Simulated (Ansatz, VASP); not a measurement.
# Two plane-wave programs on BN

Contents of POSCAR:

```
BN
1.0
    2.5439499996      0.0000000000      0.0000000000
   -1.2719749998      2.2031253256      0.0000000000
    0.0000000000      0.0000000000      4.1657371881
B N
2 2
Direct
    0.3333333333      0.6666666667      0.0002034650
    0.6666666667      0.3333333333      0.5002034650
    0.3333333333      0.6666666667      0.3747965350
    0.6666666667      0.3333333333      0.8747965350
```

Contents of INCAR.step1:

```
PREC = Accurate
ENCUT = 520
ISMEAR = 0
SIGMA = 0.01
LREAL = F
LASPH = T
NELM = 80
NBANDS = 16
GGA = PE
ALGO = Normal
EDIFF = 1E-4
LWAVE = T
LCHARG = F
```

File INCAR.step2:

```
PREC = Accurate
ENCUT = 520
EDIFF = 1E-6
ISMEAR = 0
SIGMA = 0.01
LREAL = F
LASPH = T
NELM = 80
ALGO = Normal
ISIF = 2
LWAVE = F
LCHARG = T
METAGGA = R2SCAN
LMIXTAU = T
LELF = T
LVHAR = T
NBANDS = 16
ISTART = 1
```

KPOINTS

```
regular mesh
0
Gamma
  12 12 6
```

Input for Ansatz:

```yaml
crystal:
  lattice:
    - [2.5439499996, 0.0, 0.0]
    - [-1.2719749998, 2.2031253256, 0.0]
    - [0.0, 0.0, 4.1657371881]
  atoms:
    - { symbol: B, position: [0.3333333333, 0.6666666667, 0.000203465] }
    - { symbol: B, position: [0.6666666667, 0.3333333333, 0.500203465] }
    - { symbol: "N", position: [0.3333333333, 0.6666666667, 0.374796535] }
    - { symbol: "N", position: [0.6666666667, 0.3333333333, 0.874796535] }
kpoints:
  mp_grid: { grid: [12, 12, 6] }
  band_path:
    path:
      - [0.0, 0.0, 0.0]
      - [0.5, 0.0, 0.0]
      - [0.3333333333, 0.3333333333, 0.0]
      - [0.0, 0.0, 0.5]
      - [0.5, 0.0, 0.5]
      - [0.3333333333, 0.3333333333, 0.5]
      - [0.1, 0.0, 0.0]
    npoints: 1
hamiltonian:
  xc: r2scan
scf:
  occupations: { method: fixed }
  n_extra_bands: 5
output:
  forces: true
  stress: true
  eigenvalues: true
```

Change from the starting cell: uniaxial_z strain -1.0%.

Alike in both runs: task single point; functional r2SCAN; k mesh 12 × 12 × 6; no spin polarisation.

|  | VASP | Ansatz |
| --- | --- | --- |
| version | VASP 6.6.1 | Ansatz 0.2.0 |
| potentials or method | VASP PAW PBE potentials, release 64 (B, N) | plane waves, PAW |
| plane-wave cutoff (eV) | 520 | 500 |
| occupations | gaussian, width 0.01 eV | fixed |
| valence electrons in the cell | 16 | 16 |

|  | VASP | Ansatz | Ansatz less VASP |
| --- | --- | --- | --- |
| gap on the k mesh at the Fermi level (eV) | 5.74 | 5.78 | +0.035 |
| pressure (GPa) | 5.3 | 4.1 | -1.16 |
| traceless stress, the component that is largest in VASP (GPa) | 6.98 | 6.94 | -0.044 |

VASP's potentials were made for PBE, not for r2SCAN.
